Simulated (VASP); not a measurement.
**HfSi3O8: single point with r2SCAN**

Crystal: HfSi3O8.

```
Hf Si O
1.0
     5.50146    0.00000    0.00000
     0.00000    5.50146    0.00000
     0.00000    0.00000    7.98639
Hf Si O
1 3 8
Direct
  0.00000 0.00000 0.50000
  0.50000 0.00000 0.77929
  0.00000 0.50000 0.22071
  0.50000 0.50000 0.00000
  0.73377 0.00000 0.65662
  0.24906 0.50000 0.10909
  0.26623 0.00000 0.65662
  0.75094 0.50000 0.10909
  0.00000 0.26623 0.34338
  0.50000 0.75094 0.89092
  0.00000 0.73377 0.34338
  0.50000 0.24906 0.89092
```

| Property | Result |
| --- | --- |
| Program | VASP 6.6.1 |
| Task | single point |
| Functional | r2SCAN |
| Potentials or basis | VASP PAW PBE potentials, release 64 (Hf_pv, Si, O) |
| Cutoff | 520 eV |
| k mesh | 4 × 4 × 4 |
| Occupations | gaussian, width 0.02 eV |
| Spin | no spin polarisation |
| Dipole correction | no |
| Further INCAR settings | ALGO = Normal; EDIFF = 1e-06; NBANDS = 47 |

```json
{"Pressure": "-3.2 GPa", "Largest force": "0.048 eV/Å", "Band gap on the k mesh": "5.23 eV, indirect (least direct gap 5.27 eV)"}
```

Forces in eV/Å, atoms in the order of the input:
```
Hf   0.000  0.000  0.000
Si   0.000  0.000 -0.048
Si   0.000  0.000  0.048
Si   0.000  0.000  0.000
O    0.014  0.000 -0.042
O   -0.003  0.000  0.014
O   -0.014  0.000 -0.042
O    0.003  0.000  0.014
O    0.000 -0.014  0.042
O    0.000  0.003 -0.014
O    0.000  0.014  0.042
O    0.000 -0.003 -0.014
```

Stress tensor (GPa, compression positive):
```
-3.18  0.00  0.00
 0.00 -3.18  0.00
 0.00  0.00 -3.29
```

Levels at points of the mesh, in eV from the valence-band top:
```tsv
k point	band 31	band 32	band 33	band 34	band 35	band 36	band 37	band 38	band 39	band 40
(0.00, 0.00, 0.00)	-0.70	-0.70	-0.12	-0.04	-0.04	5.23	6.92	7.10	7.24	8.02
(0.50, 0.00, 0.00)	-0.95	-0.84	-0.47	-0.47	-0.11	6.41	6.93	6.97	7.30	7.48
(0.50, 0.50, 0.00)	-1.25	-0.83	-0.74	-0.74	-0.60	6.66	7.02	7.45	7.45	7.64
(0.00, 0.00, 0.50)	-0.51	-0.48	-0.48	-0.16	-0.16	5.84	6.45	6.85	7.12	7.30
(0.50, 0.00, 0.50)	-1.14	-1.01	-0.80	-0.19	0.00	6.53	6.88	7.11	7.36	7.57
(0.50, 0.50, 0.50)	-0.91	-0.82	-0.80	-0.64	-0.64	6.74	7.19	7.41	7.41	7.57
```

Run time: 11 min on 1 thread of Intel Xeon 6975P-C, with other jobs on the host, peak memory 0.46 GiB.

Caveat: the PAW data sets were made with another functional, which shifts forces and pressure a little; spin-orbit coupling is left out, which moves the levels of the heavy elements. r2SCAN opens gaps a little over a GGA but as a rule still falls short of measured ones.
